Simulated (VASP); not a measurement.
Wanted: the native input for a VASP 6.6.1 run.

* Task: single point
* Functional: PBE
* Potentials or basis: VASP PAW PBE potentials, release 64 (Ga_d, N)
* Cutoff: 520 eV
* k mesh: 17 × 17 × 17
* Occupations: fermi-dirac, width 0.05 eV
* Spin: no spin polarisation
* Dipole correction: no
* Further INCAR settings: ALGO = Normal; EDIFF = 1e-06; NBANDS = 16

The structure of GaN (zincblende type) lies in POSCAR:

```
GaN
1.0
    0.0000000000      2.2278220451      2.2278220451
    2.2278220451      0.0000000000      2.2278220451
    2.2278220451      2.2278220451      0.0000000000
Ga N
1 1
Direct
    0.0000000000      0.0000000000      0.0000000000
    0.2500000000      0.2500000000      0.2500000000
```

This cell differs from its parent crystal: volume scaled by 0.94.

The input as run:

INCAR

```
SYSTEM = GaN
ALGO = Normal ; EDIFF = 1E-6
ENCUT = 520 ; GGA = PE
ISIF = 2 ; ISMEAR = -1
LASPH = .True. ; LCHARG = .False.
LREAL = .False. ; LWAVE = .False.
NBANDS = 16 ; NELM = 80
PREC = Accurate ; SIGMA = 0.05
```

KPOINTS

```
k-points
0
Gamma
  17 17 17
  0 0 0
```

Potentials or basis: VASP PAW PBE potentials, release 64 (Ga_d, N).

The run is started by

```console
$ cat potpaw_PBE.64/Ga_d/POTCAR potpaw_PBE.64/N/POTCAR > POTCAR
$ mpirun -np 1 vasp_std > vasp.out
```

It gave:

| Property | Result |
| --- | --- |
| Pressure | 12.2 GPa |
| Band gap on the k mesh | 1.95 eV, direct |

It took 25 s on 1 thread of Intel Xeon 6975P-C (shared host), peak memory 0.18 GiB.
